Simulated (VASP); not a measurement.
A run of VASP 6.6.1 is set up as follows.

INCAR

```
PREC = Accurate
ENCUT = 520
EDIFF = 1E-6
ISMEAR = 0
SIGMA = 0.05
LREAL = F
LASPH = T
NELM = 100
ALGO = Normal
ISIF = 2
LWAVE = F
LCHARG = F
GGA = PE
NBANDS = 26
```

KPOINTS

```
regular mesh
0
Gamma
  8 8 3
```

File POSCAR:

```
AlN
1.0
   -3.1110021516      0.0000000000      0.0000000000
   -1.5555010758     -2.6942068945      0.0000000000
   -2.3332516137     -1.3471034473      9.9560000000
Al N
4 4
Direct
   -0.1185416667     -0.1185416667      0.9037500000
    0.1314583333      0.1314583333      0.4037500000
    0.5897916667      0.5897916667      0.1537500000
    0.3397916667      0.3397916667      0.6537500000
    0.2852083333      0.2852083333      0.0962500000
    0.0352083333      0.0352083333      0.5962500000
    0.4935416667      0.4935416667      0.3462500000
    0.2435416667      0.2435416667      0.8462500000
```

Potentials or basis: VASP PAW PBE potentials, release 64 (Al, N).

The run is started by

```console
$ cat potpaw_PBE.64/Al/POTCAR potpaw_PBE.64/N/POTCAR > POTCAR
$ mpirun -np 1 vasp_std > vasp.out
```

Problem. Predict the largest force.

Solution. 1.507 eV/Å.

Problem. Estimate the pressure.

Solution. 2.7 GPa.

Stress tensor (GPa, compression positive):
```
 2.09  4.33 -2.17
 4.33 -2.90 -1.25
-2.17 -1.25  8.86
```

Caveat: forces of over 1 eV/Å act on the atoms, so gaps and moduli don't describe the material at rest.
